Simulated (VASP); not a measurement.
# BP (I-4m2) in VASP: notebook

The runs below take BP through single point, with r2SCAN.

Everything below comes from runs of VASP 6.6.1. Logs are shortened: lines on timing, memory, paths and dates and some standing lists are left out, and cuts for length are marked.

### 1 The cell of the first run

The structure is tetragonal, space group I-4m2 (No. 119). The conventional cell has a = 3.256 Å, b = 3.256 Å, c = 4.400 Å, α = 90.00°, β = 90.00°, γ = 90.00°. Within 2.6 Å of B (site symmetry -4m2) lie 4 P at 1.96 Å. Within 2.6 Å of P (site symmetry -4m2) lie 4 B at 1.96 Å.

### 2 Single point, r2SCAN (strain +0.015 along x and y, -0.030 along z)

File POSCAR:

```
BP
1.0
    0.0000000000      2.3022908167      2.2002188101
    2.3022908167      0.0000000000      2.2002188101
    2.3022908167      2.3022908167      0.0000000000
B P
1 1
Direct
    0.0000000000      0.0000000000      0.0000000000
    0.7500000000      0.7500000000      0.7500000000
```

File INCAR.step1:

```
PREC     = Accurate       # precision mode
ENCUT    = 520            # plane-wave cutoff, eV
ISMEAR   = 0              # smearing method
SIGMA    = 0.05           # smearing width, eV
LREAL    = False          # projectors in reciprocal space
LASPH    = True           # aspherical terms in the spheres
NELM     = 60             # most SCF steps
NBANDS   = 11             # bands
GGA      = PE             # functional
ALGO     = Normal         # electronic algorithm
EDIFF    = 1E-4           # SCF threshold, eV
LWAVE    = True           # write WAVECAR
LCHARG   = False          # write CHGCAR
```

File INCAR.step2:

```
PREC     = Accurate       # precision mode
ENCUT    = 520            # plane-wave cutoff, eV
EDIFF    = 1E-6           # SCF threshold, eV
ISMEAR   = 0              # smearing method
SIGMA    = 0.05           # smearing width, eV
LREAL    = False          # projectors in reciprocal space
LASPH    = True           # aspherical terms in the spheres
NELM     = 60             # most SCF steps
ALGO     = Normal         # electronic algorithm
ISIF     = 2              # what is computed and relaxed
LWAVE    = False          # write WAVECAR
LCHARG   = False          # write CHGCAR
METAGGA  = R2SCAN         # meta-GGA
LMIXTAU  = True         
NBANDS   = 11             # bands
ISTART   = 1
```

File KPOINTS:

```
Automatic mesh
0
Gamma
  10 10 10
```

Potentials or basis: VASP PAW PBE potentials, release 64 (B, P).

Started as:

```bash
cat potpaw_PBE.64/B/POTCAR potpaw_PBE.64/P/POTCAR > POTCAR
cp INCAR.step1 INCAR
mpirun -np 1 vasp_std > vasp.out
cp INCAR.step2 INCAR
mpirun -np 1 vasp_std > vasp.out
```

OUTCAR:

```text
PREC = Accurate
   ENCUT = 520
   EDIFF = 1E-6
   ISMEAR = 0
   LREAL = False
   LASPH = True
   NELM = 60
   ISIF = 2
   METAGGA = R2SCAN
   ISTART = 1

 ion  position               nearest neighbor table
   1  0.000  0.000  0.000-   2 1.96   2 1.96   2 1.96   2 1.96
   2  0.750  0.750  0.750-   1 1.96   1 1.96   1 1.96   1 1.96

  LATTYP: Found a body centered tetragonal cell.
 ALAT       =     3.2559308975
 C/A-ratio  =     1.3515144389

  Lattice vectors:

 A1 = (   0.0000000000,  -2.3022908167,  -2.2002188101)
 A2 = (   0.0000000000,   2.3022908167,  -2.2002188101)
 A3 = (   2.3022908167,   0.0000000000,   2.2002188101)

Analysis of symmetry for initial positions (statically):
=====================================================================
 Subroutine PRICEL returns:
 Original cell was already a primitive cell.

 Routine SETGRP: Setting up the symmetry group for a
 body centered tetragonal supercell.

 Subroutine GETGRP returns: Found  8 space group operations
 (whereof  8 operations were pure point group operations)
 out of a pool of 16 trial point group operations.

The static configuration has the point symmetry D_2d.

Analysis of symmetry for dynamics (positions and initial velocities):
=====================================================================
 Subroutine PRICEL returns:
 Original cell was already a primitive cell.

 Routine SETGRP: Setting up the symmetry group for a
 body centered tetragonal supercell.

 Subroutine GETGRP returns: Found  8 space group operations
 (whereof  8 operations were pure point group operations)
 out of a pool of 16 trial point group operations.

The dynamic configuration has the point symmetry D_2d.

 Subroutine INISYM returns: Found  8 space group operations
 (whereof  8 operations are pure point group operations),
 and found     1 'primitive' translations

----------------------------------------------------------------------------------------

                                     Primitive cell

  volume of cell :      23.3247

  direct lattice vectors                    reciprocal lattice vectors
     0.000000000  2.302290817  2.200218810    -0.217174996  0.217174996  0.227250125
     2.302290817  0.000000000  2.200218810     0.217174996 -0.217174996  0.227250125
     2.302290817  2.302290817  0.000000000     0.217174996  0.217174996 -0.227250125

  length of vectors
     3.184573098  3.184573098  3.255930898     0.382063578  0.382063578  0.382063578

  position of ions in fractional coordinates (direct lattice)
     0.000000000  0.000000000  0.000000000
     0.750000000  0.750000000  0.750000000

  ion indices of the primitive-cell ions
   primitive index   ion index
                 1           1
                 2           2

----------------------------------------------------------------------------------------

 KPOINTS: Automatic mesh

Automatic generation of k-mesh.
 Grid dimensions read from file:
 generate k-points for:   10   10   10

 Generating k-lattice:

  Cartesian coordinates                     Fractional coordinates (reciprocal lattice)
    -0.021717500  0.021717500  0.022725013     0.100000000  0.000000000  0.000000000
     0.021717500 -0.021717500  0.022725013     0.000000000  0.100000000  0.000000000
     0.021717500  0.021717500 -0.022725013     0.000000000  0.000000000  0.100000000

  Length of vectors
     0.038206358  0.038206358  0.038206358

  Shift w.r.t. Gamma in fractional coordinates (k-lattice)
     0.000000000  0.000000000  0.000000000

 Subroutine IBZKPT returns following result:
 ===========================================

 Found    102 irreducible k-points:

 Following reciprocal coordinates:
            Coordinates               Weight
  0.000000  0.000000  0.000000      1.000000
  0.100000 -0.000000  0.000000      8.000000
  0.200000 -0.000000  0.000000      8.000000
  0.300000  0.000000  0.000000      8.000000
  0.400000 -0.000000  0.000000      8.000000
  0.500000  0.000000  0.000000      4.000000
[... 16 lines left out ...]
  0.300000  0.300000  0.000000      2.000000
  0.400000  0.300000  0.000000      8.000000
 [... further k-points ...]
   k-points           NKPTS =    102   k-points in BZ     NKDIM =    102   number of bands    NBANDS=     11
   number of dos      NEDOS =    301   number of ions     NIONS =      2
   total plane-waves  NPLWV =  13824
   dimension x,y,z NGX =    24 NGY =   24 NGZ =   24
   dimension x,y,z NGXF=    48 NGYF=   48 NGZF=   48
   ions per type =               1   1
   NGX,Y,Z   is equivalent  to a cutoff of  12.53, 12.53, 12.25 a.u.
   NGXF,Y,Z  is equivalent  to a cutoff of  25.06, 25.06, 24.51 a.u.
 SYSTEM =  unknown system
   PREC   = accura    normal or accurate (medium, high low for compatibility)
   ISTART =      1    job   : 0-new  1-cont  2-samecut
   ICHARG =      0    charge: 1-file 2-atom 10-const
   ISPIN  =      1    spin polarized calculation?
   LNONCOLLINEAR =      F non collinear calculations
   LSORBIT =      F    spin-orbit coupling
   LASPH  =      T    aspherical Exc in radial PAW
   ENCUT  =  520.0 eV  38.22 Ry    6.18 a.u.   5.92  5.92  6.05*2*pi/ulx,y,z
   NELM   =     60;   NELMIN=  2; NELMDL=  0     # of ELM steps
   EDIFF  = 0.1E-05   stopping-criterion for ELM
   LREAL  =      F    real-space projection
   EDIFFG = 0.1E-04   stopping-criterion for IOM
   NSW    =      0    number of steps for IOM
   IBRION =     -1    ionic relax: 0-MD 1-quasi-New 2-CG
   NFREE  =      0    steps in history (QN), initial steepest desc. (CG)
   ISIF   =      2    stress and relaxation
   ISYM   =      2    0-nonsym 1-usesym 2-fastsym
   POTIM  = 0.5000    time-step for ionic-motion
   TEBEG  =    0.0;   TEEND  =   0.0 temperature during run
   PSTRESS=    0.0 pullay stress
   NELECT =       8.0000    total number of electrons
   NUPDOWN=      -1.0000    fix difference up-down
   EMIN   =  10.00;   EMAX   =-10.00  energy-range for DOS
   EFERMI =   0.00;   METHOD = LEGACY
   ISMEAR =     0;   SIGMA  =   0.05  broadening in eV -4-tet -1-fermi 0-gaus
   EFERMI_NEDOS =   21; number of points for ismear=-14 and -15
   IALGO  =     38    algorithm
   IMIX   =      4    mixing-type and parameters
     AMIX     =   0.40;   BMIX     =  1.00
     AMIX_MAG =   1.60;   BMIX_MAG =  1.00
  volume/ion in A,a.u.               =      11.66        78.70
  Fermi-wavevector in a.u.,A,eV,Ry     =   1.145951  2.165534 17.867224  1.313204
  Thomas-Fermi vector in A             =   2.282637
   LORBIT       =      0    0 simple, 1 ext, 2 COOP (PROOUT), +10 PAW based schemes
   METAGGA = R2SCAN    functional components
   LHFCALC =     F    Hartree Fock is set to
   AEXX    =    0.0000 exact exchange contribution
   IVDW    =     0    specifies the selected vdW correction
   LEPSILON=     F    determine dielectric tensor
   LRPA    =     F    only Hartree local field effects (RPA)
 non-spin polarized calculation
 Gauss-broadening in eV      SIGMA  =   0.05
  energy-cutoff  :      520.00
  volume of cell :       23.32
 maximum number of plane-waves:       642
   NGX = 11   NGY = 11   NGZ = 13

 number of electron       8.0000000 magnetization

 Free energy of the ion-electron system (eV)
  ---------------------------------------------------
  ext. energy  EPLUGINS =         0.00000000
  ---------------------------------------------------
  free energy    TOTEN  =       -17.28366644 eV

  energy without entropy =      -17.28366644  energy(sigma->0) =      -17.28366644

 E-fermi :   7.9276     XC(G=0): -11.5102

 val. band max:        7.7131510510   @ k =   0.0000   0.0000   0.0000
 cond. band min:       8.4464420980   @ k =   0.4000   0.4000   0.0000
 fundamental gap:      0.7332910469
 Fermi energy:         7.9276398841

 k-point     1 :       0.0000    0.0000    0.0000
  band No.  band energies     occupation
      1      -8.8632      2.00000
      2       7.2635      2.00000
      3       7.2635      2.00000
      4       7.7132      2.00000
      5      10.8775      0.00000
      6      11.1623      0.00000
      7      11.1623      0.00000
      8      15.4186      0.00000
      9      19.4476      0.00000
     10      19.8327      0.00000
     11      20.6153      0.00000

 k-point     2 :       0.1000   -0.0000    0.0000
  band No.  band energies     occupation
      1      -8.6733      2.00000
      2       6.0224      2.00000
      3       6.9350      2.00000
      4       7.2898      2.00000
      5      11.2698      0.00000
      6      11.5812      0.00000
      7      11.6960      0.00000
      8      15.9605      0.00000
      9      18.8845      0.00000
     10      19.8041      0.00000
     11      20.4421      0.00000

 k-point     3 :       0.2000   -0.0000    0.0000
  band No.  band energies     occupation
      1      -8.1111      2.00000
      2       3.5762      2.00000
      3       6.3010      2.00000
      4       6.7193      2.00000
      5      11.6284      0.00000
      6      12.2640      0.00000
      7      12.4061      0.00000
      8      17.2143      0.00000
      9      18.5190      0.00000
     10      19.0177      0.00000
     11      21.3585      0.00000

 k-point     4 :       0.3000    0.0000    0.0000
  band No.  band energies     occupation
      1      -7.2080      2.00000
      2       1.0948      2.00000
      3       5.7361      2.00000
      4       6.2404      2.00000
      5      11.5462      0.00000
      6      12.4685      0.00000
      7      12.8916      0.00000
      8      18.2115      0.00000
      9      19.3813      0.00000
     10      19.4469      0.00000
     11      21.6349      0.00000
[... 239 lines left out ...]
 k-point    22 :      -0.2000    0.2000    0.0000
  band No.  band energies     occupation
      1      -6.9522      2.00000
      2       2.0061      2.00000
      3       3.2733      2.00000
      4       5.7811      2.00000
      5      11.8653      0.00000
      6      13.1521      0.00000
      7      14.5863      0.00000
      8      16.4889      0.00000
      9      17.2451      0.00000
     10      21.6189      0.00000
     11      24.0040      0.00000

 k-point    23 :       0.3000    0.3000    0.0000
  band No.  band energies     occupation
      1      -6.5036      2.00000
      2       2.6505      2.00000
      3       3.7366      2.00000
      4       3.7366      2.00000
      5       8.7616      0.00000
      6      11.5771      0.00000
      7      16.9217      0.00000
      8      16.9217      0.00000
      9      21.8231      0.00000
     10      22.0410      0.00000
     11      25.4721      0.00000

 k-point    24 :       0.4000    0.3000    0.0000
  band No.  band energies     occupation
      1      -5.5948      2.00000
      2       1.0965      2.00000
      3       3.0578      2.00000
      4       3.4007      2.00000
      5       9.0503      0.00000
      6      11.0958      0.00000
      7      17.4931      0.00000
      8      17.6145      0.00000
      9      22.8199      0.00000
     10      23.2561      0.00000
     11      25.8938      0.00000

 [... further k-points ...]

------------------------ aborting loop because EDIFF is reached ----------------------------------------

  FORCE on cell =-STRESS in cart. coord.  units (eV):
  Direction    XX          YY          ZZ          XY          YZ          ZX
  --------------------------------------------------------------------------------------
  -------------------------------------------------------------------------------------
  Total       -0.6590648     -0.6590648      1.1347977      0.0000000      0.0000000      0.0000000
  in kB      -45.2712472    -45.2712472     77.9494055      0.0000000      0.0000000      0.0000000
  external PRESSURE =      -4.1976963 kB  Pullay stress =       0.0000000 kB

 VOLUME and BASIS-vectors are now :
 -----------------------------------------------------------------------------
  energy-cutoff  :      520.00
  volume of cell :       23.32
      direct lattice vectors                 reciprocal lattice vectors
     0.000000000  2.302290817  2.200218810    -0.217174996  0.217174996  0.227250125
     2.302290817  0.000000000  2.200218810     0.217174996 -0.217174996  0.227250125
     2.302290817  2.302290817  0.000000000     0.217174996  0.217174996 -0.227250125

 POSITION                                       TOTAL-FORCE (eV/Angst)
 -----------------------------------------------------------------------------------
      0.00000      0.00000      0.00000         0.000000      0.000000      0.000000
      3.45344      3.45344      3.30033        -0.000000     -0.000000      0.000000
 -----------------------------------------------------------------------------------
    total drift:                               -0.000000     -0.000000     -0.000000

  FREE ENERGIE OF THE ION-ELECTRON SYSTEM (eV)
  ---------------------------------------------------
  free  energy   TOTEN  =       -17.2836664410 eV

  energy  without entropy=      -17.2836664410  energy(sigma->0) =      -17.28366644
```

Run time: 46 s. Hardware: 1 thread of Intel Xeon Platinum 8259CL at 2.50GHz (Skylake/Cascade Lake), shared host; peak memory 0.15 GiB.

What came out:

```yaml
Free_energy: -17.2837 eV
Pressure: -0.4 GPa
Band_gap_on_the_k_mesh: 0.73 eV, indirect (least direct gap 3.16 eV)
```

Stress tensor (GPa, compression positive):
```
-4.53  0.00  0.00
 0.00 -4.53  0.00
 0.00  0.00  7.79
```

Levels at points of the mesh, in eV from the valence-band top:
```
           k point  band 2  band 3  band 4  band 5  band 6  band 7
(0.00, 0.00, 0.00)   -0.45   -0.45    0.00    3.16    3.45    3.45
(0.50, 0.00, 0.00)   -9.81   -2.46   -1.87    3.62    4.50    5.20
(0.50, 0.50, 0.00)   -9.15   -4.97   -4.97    0.89    1.17   12.75
(0.50, 0.00, 0.50)   -9.58   -4.52   -4.43    1.43    1.84   12.22
```

Caveat: the cell differs from its parent crystal (strain +0.015 along x and y, -0.030 along z); the PAW data sets were made with another functional, which shifts forces and pressure a little. A k mesh can miss the band edges.

### 3 Single point, r2SCAN (strain +0.030 along x and y, -0.030 along z)

File POSCAR:

```
BP
1.0
    0.0000000000      2.3363148189      2.2002188101
    2.3363148189      0.0000000000      2.2002188101
    2.3363148189      2.3363148189      0.0000000000
B P
1 1
Direct
    0.0000000000      0.0000000000      0.0000000000
    0.7500000000      0.7500000000      0.7500000000
```

INCAR.step1 is that of step 2.

Changes to INCAR.step2 since step 2:

```diff
@@ -11,5 +11,7 @@
 LWAVE    = False          # write WAVECAR
-LCHARG   = False          # write CHGCAR
+LCHARG   = True           # write CHGCAR
 METAGGA  = R2SCAN         # meta-GGA
 LMIXTAU  = True         
+LELF     = True           # ELF
+LVHAR    = True         
 NBANDS   = 11             # bands
```

KPOINTS is that of step 2.

Potentials or basis: VASP PAW PBE potentials, release 64 (B, P).

Started as:

```bash
cat potpaw_PBE.64/B/POTCAR potpaw_PBE.64/P/POTCAR > POTCAR
cp INCAR.step1 INCAR
mpirun -np 1 vasp_std > vasp.out
cp INCAR.step2 INCAR
mpirun -np 1 vasp_std > vasp.out
```

It took 60 s on 1 thread of Intel Xeon Platinum 8259CL at 2.50GHz (Skylake/Cascade Lake), shared host; peak memory 0.16 GiB.

The run converged. Its results:

```yaml
Free_energy: -17.2517 eV
Pressure: -5.1 GPa
Band_gap_on_the_k_mesh: 0.56 eV, indirect (least direct gap 2.98 eV)
```

Stress tensor (GPa, compression positive):
```
-10.30   0.00   0.00
  0.00 -10.30   0.00
  0.00   0.00   5.27
```

Levels at points of the mesh, in eV from the valence-band top:
```tsv
k point	band 2	band 3	band 4	band 5	band 6	band 7
(0.00, 0.00, 0.00)	-0.58	-0.58	0.00	2.98	3.36	3.36
(0.50, 0.00, 0.00)	-9.68	-2.59	-1.84	3.27	4.34	5.25
(0.50, 0.50, 0.00)	-8.99	-5.04	-5.04	0.75	0.99	12.37
(0.50, 0.00, 0.50)	-9.54	-4.45	-4.34	1.46	1.85	11.68
```

Caveat: the cell differs from its parent crystal (strain +0.030 along x and y, -0.030 along z); the PAW data sets were made with another functional, which shifts forces and pressure a little.

### 4 Single point, r2SCAN (strain +0.030 along x and y, -0.015 along z)

File POSCAR:

```
BP
1.0
    0.0000000000      2.3363148189      2.2342428123
    2.3363148189      0.0000000000      2.2342428123
    2.3363148189      2.3363148189      0.0000000000
B P
1 1
Direct
    0.0000000000      0.0000000000      0.0000000000
    0.7500000000      0.7500000000      0.7500000000
```

File INCAR.step1:

```
SYSTEM = BP
  ALGO = Normal
  EDIFF = 1E-4
  ENCUT = 520
  GGA = PE
  ISMEAR = 0
  LASPH = .TRUE.
  LCHARG = .FALSE.
  LREAL = .FALSE.
  LWAVE = .TRUE.
  NBANDS = 11
  NELM = 60
  PREC = Accurate
  SIGMA = 0.05
```

File INCAR.step2:

```
SYSTEM = BP
  ALGO = Normal
  EDIFF = 1E-6
  ENCUT = 520
  ISIF = 2
  ISMEAR = 0
  ISTART = 1
  LASPH = .TRUE.
  LCHARG = .FALSE.
  LMIXTAU = .TRUE.
  LREAL = .FALSE.
  LWAVE = .FALSE.
  METAGGA = R2SCAN
  NBANDS = 11
  NELM = 60
  PREC = Accurate
  SIGMA = 0.05
```

File KPOINTS:

```
k-points
0
G
  10 10 10
  0 0 0
```

Started as:

```bash
cat potpaw_PBE.64/B/POTCAR potpaw_PBE.64/P/POTCAR > POTCAR
cp INCAR.step1 INCAR
mpirun -np 1 vasp_std > vasp.out
cp INCAR.step2 INCAR
mpirun -np 1 vasp_std > vasp.out
```

Wall time 59 s (1 thread of Intel Xeon Platinum 8259CL at 2.50GHz (Skylake/Cascade Lake), shared host); peak memory 0.16 GiB.

Results (log left out):

- Free energy: -17.2586 eV
- Pressure: -7.3 GPa
- Band gap on the k mesh: 0.82 eV, indirect (least direct gap 3.11 eV)

Stress tensor (GPa, compression positive):
```
-11.23   0.00   0.00
  0.00 -11.23   0.00
  0.00   0.00   0.44
```

Levels at points of the mesh, in eV from the valence-band top:
```csv
k point,band 1,band 2,band 3,band 4,band 5,band 6,band 7,band 8,band 9
"(0.00, 0.00, 0.00)",-16.16,-0.43,-0.43,0.00,3.11,3.40,3.40,7.01,11.65
"(0.50, 0.00, 0.00)",-12.83,-9.47,-2.38,-1.82,3.40,4.50,5.12,10.49,14.36
"(0.50, 0.50, 0.00)",-10.95,-8.92,-4.78,-4.78,0.99,1.24,12.33,12.33,15.85
"(0.50, 0.00, 0.50)",-11.37,-9.32,-4.35,-4.26,1.51,1.88,11.84,12.70,15.15
```

Caveat: the cell differs from its parent crystal (strain +0.030 along x and y, -0.015 along z); the PAW data sets were made with another functional, which shifts forces and pressure a little.

### 5 Summary

```csv
cell,gap on the mesh (eV),pressure (GPa)
"a = 3.185, b = 3.185, c = 3.256 Å, angles 59.3, 59.3, 61.5°, 2 atoms",0.73,-0.4
"a = 3.209, b = 3.209, c = 3.304 Å, angles 59.0, 59.0, 62.0°, 2 atoms",0.56,-5.1
"a = 3.233, b = 3.233, c = 3.304 Å, angles 59.3, 59.3, 61.5°, 2 atoms",0.82,-7.3
```

Alike in all rows: task single point; level r2SCAN; potentials or basis VASP PAW PBE potentials, release 64 (B, P); no spin polarisation; k mesh 10 × 10 × 10; cutoff (eV) 520; smearing gaussian 0.05 eV.

Caveats: the PAW data sets were made with another functional, which shifts forces and pressure a little.

Total energies depend on the potentials used, so only differences within one code and one set of settings carry meaning.
